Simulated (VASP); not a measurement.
# Ge (Cmcm) in VASP: single point with r2SCAN

Aim: the single point of Ge with r2SCAN.

Everything below comes from runs of VASP 6.6.1. Logs are shortened: lines on timing, memory, paths and dates and some standing lists are left out, and cuts for length are marked.

## Step 1: The cell of the first run

The typed cell holds 2 atoms: a = 2.799 Å, b = 2.799 Å, c = 5.299 Å, α = 90.00°, β = 90.00°, γ = 120.09°.

This isn't the form of Ge at room conditions, which is diamond.

## Step 2: Single point, r2SCAN (strain -0.0400 x Voigt [0, 1, 0, 0, 0, 0])

The input, POSCAR:

```
Ge
1.0
    1.3975921240     -2.4251660596      0.0000000000
    1.3975921240      2.4251660596      0.0000000000
    0.0000000000      0.0000000000      5.2992283745
Ge
2
Direct
    0.5002627511      0.4997372489      0.2500000000
    0.4997372489      0.5002627511      0.7500000000
```

The input, INCAR.step1:

```
SYSTEM = Ge
ALGO = Normal ; EDIFF = 1E-4
ENCUT = 520 ; GGA = PE
ISMEAR = 0 ; LASPH = .TRUE.
LCHARG = .FALSE. ; LREAL = .FALSE.
LWAVE = .TRUE. ; NBANDS = 21
NELM = 100 ; PREC = Accurate
SIGMA = 0.15
```

The input, INCAR.step2:

```
SYSTEM = Ge
ALGO = Normal ; EDIFF = 1E-7
ENCUT = 520 ; ISIF = 2
ISMEAR = 0 ; ISTART = 1
LASPH = .TRUE. ; LCHARG = .FALSE.
LMIXTAU = .TRUE. ; LREAL = .FALSE.
LWAVE = .FALSE. ; METAGGA = R2SCAN
NBANDS = 21 ; NELM = 100
PREC = Accurate ; SIGMA = 0.15
```

The input, KPOINTS:

```
k-points
0
G
  24 24 12
  0 0 0
```

Potentials or basis: VASP PAW PBE potentials, release 64 (Ge_d).

On the command line:

```
> cat potpaw_PBE.64/Ge_d/POTCAR > POTCAR
> cp INCAR.step1 INCAR
> mpirun -np 1 vasp_std > vasp.out
> cp INCAR.step2 INCAR
> mpirun -np 1 vasp_std > vasp.out
```

OUTCAR:

```text
SYSTEM = Ge
   EDIFF = 1E-7
   ENCUT = 520
   ISIF = 2
   ISMEAR = 0
   ISTART = 1
   LASPH = .TRUE.
   LREAL = .FALSE.
   METAGGA = R2SCAN
   NELM = 100
   PREC = Accurate

 ion  position               nearest neighbor table
   1  0.500  0.500  0.250-   2 2.65   2 2.65
   2  0.500  0.500  0.750-   1 2.65   1 2.65

  LATTYP: Found a base centered orthorhombic cell.
 ALAT       =     2.7951842480
 B/A-ratio  =     1.7352459405
 C/A-ratio  =     1.8958422431

  Lattice vectors:

 A1 = (   1.3975921240,  -2.4251660596,   0.0000000000)
 A2 = (   1.3975921240,   2.4251660596,   0.0000000000)
 A3 = (   0.0000000000,   0.0000000000,   5.2992283745)

Analysis of symmetry for initial positions (statically):
=====================================================================
 Subroutine PRICEL returns:
 Original cell was already a primitive cell.

 Routine SETGRP: Setting up the symmetry group for a
 base centered orthorhombic supercell.

 Subroutine GETGRP returns: Found  8 space group operations
 (whereof  4 operations were pure point group operations)
 out of a pool of  8 trial point group operations.

The static configuration has the point symmetry C_2h.
 The point group associated with its full space group is D_2h.

Analysis of symmetry for dynamics (positions and initial velocities):
=====================================================================
 Subroutine PRICEL returns:
 Original cell was already a primitive cell.

 Routine SETGRP: Setting up the symmetry group for a
 base centered orthorhombic supercell.

 Subroutine GETGRP returns: Found  8 space group operations
 (whereof  4 operations were pure point group operations)
 out of a pool of  8 trial point group operations.

The dynamic configuration has the point symmetry C_2h.
 The point group associated with its full space group is D_2h.

 Subroutine INISYM returns: Found  8 space group operations
 (whereof  4 operations are pure point group operations),
 and found     1 'primitive' translations

----------------------------------------------------------------------------------------

                                     Primitive cell

  volume of cell :      35.9223

  direct lattice vectors                    reciprocal lattice vectors
     1.397592124 -2.425166060  0.000000000     0.357758170 -0.206171449  0.000000000
     1.397592124  2.425166060  0.000000000     0.357758170  0.206171449  0.000000000
     0.000000000  0.000000000  5.299228375     0.000000000  0.000000000  0.188706719

  length of vectors
     2.799052369  2.799052369  5.299228375     0.412913519  0.412913519  0.188706719

  position of ions in fractional coordinates (direct lattice)
     0.500262751  0.499737249  0.250000000
     0.499737249  0.500262751  0.750000000

  ion indices of the primitive-cell ions
   primitive index   ion index
                 1           1
                 2           2

----------------------------------------------------------------------------------------

 KPOINTS: k-points

Automatic generation of k-mesh.
 Grid dimensions read from file:
 generate k-points for:   24   24   12

 Generating k-lattice:

  Cartesian coordinates                     Fractional coordinates (reciprocal lattice)
     0.014906590 -0.008590477  0.000000000     0.041666667  0.000000000  0.000000000
     0.014906590  0.008590477  0.000000000     0.000000000  0.041666667  0.000000000
     0.000000000  0.000000000  0.015725560     0.000000000  0.000000000  0.083333333

  Length of vectors
     0.017204730  0.017204730  0.015725560

  Shift w.r.t. Gamma in fractional coordinates (k-lattice)
     0.000000000  0.000000000  0.000000000

 Subroutine IBZKPT returns following result:
 ===========================================

 Found   1099 irreducible k-points:

 Following reciprocal coordinates:
            Coordinates               Weight
  0.000000  0.000000  0.000000      1.000000
  0.041667  0.000000  0.000000      4.000000
  0.083333  0.000000  0.000000      4.000000
  0.125000  0.000000  0.000000      4.000000
  0.166667  0.000000  0.000000      4.000000
  0.208333  0.000000  0.000000      4.000000
[... 16 lines left out ...]
  0.416667  0.041667  0.000000      4.000000
  0.458333  0.041667  0.000000      4.000000
 [... further k-points ...]
   k-points           NKPTS =   1099   k-points in BZ     NKDIM =   1099   number of bands    NBANDS=     21
   number of dos      NEDOS =    301   number of ions     NIONS =      2
   total plane-waves  NPLWV =  23040
   dimension x,y,z NGX =    24 NGY =   24 NGZ =   40
   dimension x,y,z NGXF=    48 NGYF=   48 NGZF=   80
   ions per type =               2
   NGX,Y,Z   is equivalent  to a cutoff of  14.25, 14.25, 12.55 a.u.
   NGXF,Y,Z  is equivalent  to a cutoff of  28.51, 28.51, 25.10 a.u.
 SYSTEM =  Ge
   PREC   = accura    normal or accurate (medium, high low for compatibility)
   ISTART =      1    job   : 0-new  1-cont  2-samecut
   ICHARG =      0    charge: 1-file 2-atom 10-const
   ISPIN  =      1    spin polarized calculation?
   LNONCOLLINEAR =      F non collinear calculations
   LSORBIT =      F    spin-orbit coupling
   LASPH  =      T    aspherical Exc in radial PAW
   ENCUT  =  520.0 eV  38.22 Ry    6.18 a.u.   5.20  5.20  9.85*2*pi/ulx,y,z
   NELM   =    100;   NELMIN=  2; NELMDL=  0     # of ELM steps
   EDIFF  = 0.1E-06   stopping-criterion for ELM
   LREAL  =      F    real-space projection
   EDIFFG = 0.1E-05   stopping-criterion for IOM
   NSW    =      0    number of steps for IOM
   IBRION =     -1    ionic relax: 0-MD 1-quasi-New 2-CG
   NFREE  =      0    steps in history (QN), initial steepest desc. (CG)
   ISIF   =      2    stress and relaxation
   ISYM   =      2    0-nonsym 1-usesym 2-fastsym
   POTIM  = 0.5000    time-step for ionic-motion
   TEBEG  =    0.0;   TEEND  =   0.0 temperature during run
   PSTRESS=    0.0 pullay stress
   NELECT =      28.0000    total number of electrons
   NUPDOWN=      -1.0000    fix difference up-down
   EMIN   =  10.00;   EMAX   =-10.00  energy-range for DOS
   EFERMI =   0.00;   METHOD = LEGACY
   ISMEAR =     0;   SIGMA  =   0.15  broadening in eV -4-tet -1-fermi 0-gaus
   EFERMI_NEDOS =   21; number of points for ismear=-14 and -15
   IALGO  =     38    algorithm
   IMIX   =      4    mixing-type and parameters
     AMIX     =   0.40;   BMIX     =  1.00
     AMIX_MAG =   1.60;   BMIX_MAG =  1.00
  volume/ion in A,a.u.               =      17.96       121.21
  Fermi-wavevector in a.u.,A,eV,Ry     =   1.506628  2.847114 30.884238  2.269927
  Thomas-Fermi vector in A             =   2.617320
   LORBIT       =      0    0 simple, 1 ext, 2 COOP (PROOUT), +10 PAW based schemes
   METAGGA = R2SCAN    functional components
   LHFCALC =     F    Hartree Fock is set to
   AEXX    =    0.0000 exact exchange contribution
   IVDW    =     0    specifies the selected vdW correction
   LEPSILON=     F    determine dielectric tensor
   LRPA    =     F    only Hartree local field effects (RPA)
 non-spin polarized calculation
 Gauss-broadening in eV      SIGMA  =   0.15
  energy-cutoff  :      520.00
  volume of cell :       35.92
 maximum number of plane-waves:       984
 NGX is ok and might be reduce to    24
   NGX = 11   NGY = 11   NGZ = 19

 number of electron      27.9999979 magnetization

 Free energy of the ion-electron system (eV)
  ---------------------------------------------------
  ext. energy  EPLUGINS =         0.00000000
  ---------------------------------------------------
  free energy    TOTEN  =       -26.96833536 eV

  energy without entropy =      -26.96145460  energy(sigma->0) =      -26.96489498

 E-fermi :   7.1091     XC(G=0): -12.5827

 val. band max:        7.1076884999   @ k =  -0.4583   0.2083   0.0000
 cond. band min:       7.1141998123   @ k =  -0.3333   0.2500   0.3333
 fundamental gap:      0.0065113124
 Fermi energy:         7.1090679966

 k-point     1 :       0.0000    0.0000    0.0000
  band No.  band energies     occupation
      1     -18.4992      2.00000
      2     -18.3894      2.00000
      3     -18.3876      2.00000
      4     -18.3770      2.00000
      5     -18.3753      2.00000
      6     -18.2881      2.00000
[... 13 lines left out ...]
     20      22.4568      0.00000
     21      22.5169      0.00000

 k-point     2 :       0.0417    0.0000    0.0000
  band No.  band energies     occupation
      1     -18.4977      2.00000
      2     -18.3889      2.00000
      3     -18.3860      2.00000
      4     -18.3765      2.00000
      5     -18.3737      2.00000
      6     -18.2896      2.00000
[... 13 lines left out ...]
     20      21.6983      0.00000
     21      22.7376      0.00000

 k-point     3 :       0.0833    0.0000    0.0000
  band No.  band energies     occupation
      1     -18.4933      2.00000
      2     -18.3904      2.00000
      3     -18.3782      2.00000
      4     -18.3780      2.00000
      5     -18.3660      2.00000
      6     -18.2952      2.00000
[... 13 lines left out ...]
     20      20.7940      0.00000
     21      23.1080      0.00000

 k-point     4 :       0.1250    0.0000    0.0000
  band No.  band energies     occupation
      1     -18.4870      2.00000
      2     -18.3927      2.00000
      3     -18.3816      2.00000
      4     -18.3651      2.00000
      5     -18.3536      2.00000
      6     -18.3040      2.00000
[... 13 lines left out ...]
     20      20.2042      0.00000
     21      21.4611      0.00000

 k-point     5 :       0.1667    0.0000    0.0000
  band No.  band energies     occupation
      1     -18.4799      2.00000
      2     -18.3946      2.00000
      3     -18.3867      2.00000
      4     -18.3482      2.00000
      5     -18.3372      2.00000
      6     -18.3155      2.00000
[... 13 lines left out ...]
     20      19.8208      0.00000
     21      20.0403      0.00000
[... 382 lines left out ...]
     20      17.1592      0.00000
     21      21.3120      0.00000

 k-point    22 :       0.3750    0.0417    0.0000
  band No.  band energies     occupation
      1     -18.4758      2.00000
      2     -18.4232      2.00000
      3     -18.3850      2.00000
      4     -18.3686      2.00000
      5     -18.3105      2.00000
      6     -18.2682      2.00000
[... 13 lines left out ...]
     20      17.7480      0.00000
     21      21.0271      0.00000

 k-point    23 :       0.4167    0.0417    0.0000
  band No.  band energies     occupation
      1     -18.4786      2.00000
      2     -18.4273      2.00000
      3     -18.3917      2.00000
      4     -18.3631      2.00000
      5     -18.3121      2.00000
      6     -18.2727      2.00000
[... 13 lines left out ...]
     20      18.2525      0.00000
     21      20.8365      0.00000

 k-point    24 :       0.4583    0.0417    0.0000
  band No.  band energies     occupation
      1     -18.4802      2.00000
      2     -18.4295      2.00000
      3     -18.3952      2.00000
      4     -18.3601      2.00000
      5     -18.3130      2.00000
      6     -18.2750      2.00000
[... 13 lines left out ...]
     20      18.5586      0.00000
     21      20.7399      0.00000

 [... further k-points ...]

------------------------ aborting loop because EDIFF is reached ----------------------------------------

  FORCE on cell =-STRESS in cart. coord.  units (eV):
  Direction    XX          YY          ZZ          XY          YZ          ZX
  --------------------------------------------------------------------------------------
  -------------------------------------------------------------------------------------
  Total        1.0036407      0.9745063      0.0744114      0.0000000      0.0000000      0.0000000
  in kB       44.7635239     43.4640978      3.3188329      0.0000000      0.0000000      0.0000000
  external PRESSURE =      30.5154849 kB  Pullay stress =       0.0000000 kB

 VOLUME and BASIS-vectors are now :
 -----------------------------------------------------------------------------
  energy-cutoff  :      520.00
  volume of cell :       35.92
      direct lattice vectors                 reciprocal lattice vectors
     1.397592124 -2.425166060  0.000000000     0.357758170 -0.206171449  0.000000000
     1.397592124  2.425166060  0.000000000     0.357758170  0.206171449  0.000000000
     0.000000000  0.000000000  5.299228375     0.000000000  0.000000000  0.188706719

 POSITION                                       TOTAL-FORCE (eV/Angst)
 -----------------------------------------------------------------------------------
      1.39759     -0.00127      1.32481         0.000000      0.000732     -0.000000
      1.39759      0.00127      3.97442         0.000000     -0.000732      0.000000
 -----------------------------------------------------------------------------------
    total drift:                                0.000000     -0.000000     -0.000000

  FREE ENERGIE OF THE ION-ELECTRON SYSTEM (eV)
  ---------------------------------------------------
  free  energy   TOTEN  =       -26.9683353574 eV

  energy  without entropy=      -26.9614546026  energy(sigma->0) =      -26.96489498
```

It took 42 min on 1 thread of Oxide Virtual Turin-like, shared host; peak memory 0.66 GiB.

Results:

| Property | Result |
| --- | --- |
| Free energy | -26.9683 eV |
| Pressure | 3.1 GPa |
| Band gap on the k mesh | zero (bands 14 and 15 overlap by 9.81 eV) |

Caveat: the cell differs from its parent crystal (strain -0.0400 x Voigt [0, 1, 0, 0, 0, 0]); the cell stands under pressure; the PAW data sets were made with another functional, which shifts forces and pressure a little.
